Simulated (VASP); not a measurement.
Input of a VASP 6.6.1 run:

Contents of POSCAR:

```
Sn
1.0
   -1.9195843076      1.9195843076      1.9195843076
    1.9195843076     -1.9195843076      1.9195843076
    1.9195843076      1.9195843076     -1.9195843076
Sn
1
Direct
    0.0000000000      0.0000000000      0.0000000000
```

Contents of INCAR.step1:

```
PREC = Accurate ; ENCUT = 520
EDIFF = 1E-5 ; ISMEAR = -1
SIGMA = 0.05 ; LREAL = False
LASPH = True ; NELM = 100
ALGO = Normal ; ISIF = 2
LWAVE = True ; LCHARG = False
GGA = PE ; NBANDS = 13
```

File INCAR.step2:

```
PREC = Accurate ; ENCUT = 520
EDIFF = 1E-6 ; ISMEAR = -1
SIGMA = 0.05 ; LREAL = False
LASPH = True ; NELM = 100
ALGO = Normal ; ISIF = 2
LWAVE = False ; LCHARG = False
GGA = PE ; LHFCALC = True
HFSCREEN = 0.2079 ; PRECFOCK = Normal
ISTART = 1 ; NBANDS = 13
```

Contents of KPOINTS:

```
Automatic mesh
0
Gamma
  6 6 6
```

Potentials or basis: VASP PAW PBE potentials, release 64 (Sn_d).

Launch:

```sh
$ cat potpaw_PBE.64/Sn_d/POTCAR > POTCAR
$ cp INCAR.step1 INCAR
$ mpirun -np 1 vasp_std > vasp.out
$ cp INCAR.step2 INCAR
$ mpirun -np 1 vasp_std > vasp.out
```

Q: Estimate the pressure.

A: -2.8 GPa.

Q: Predict the band gap on the k mesh.

A: Zero (bands 7 and 8 overlap by 11.12 eV).

Caveat: the k points lie up to 0.39 Å⁻¹ apart, too coarse for converged energies and pressures of a metal; the PAW data sets were made with another functional, which shifts forces and pressure a little; spin-orbit coupling is left out, which moves the levels of the heavy elements.
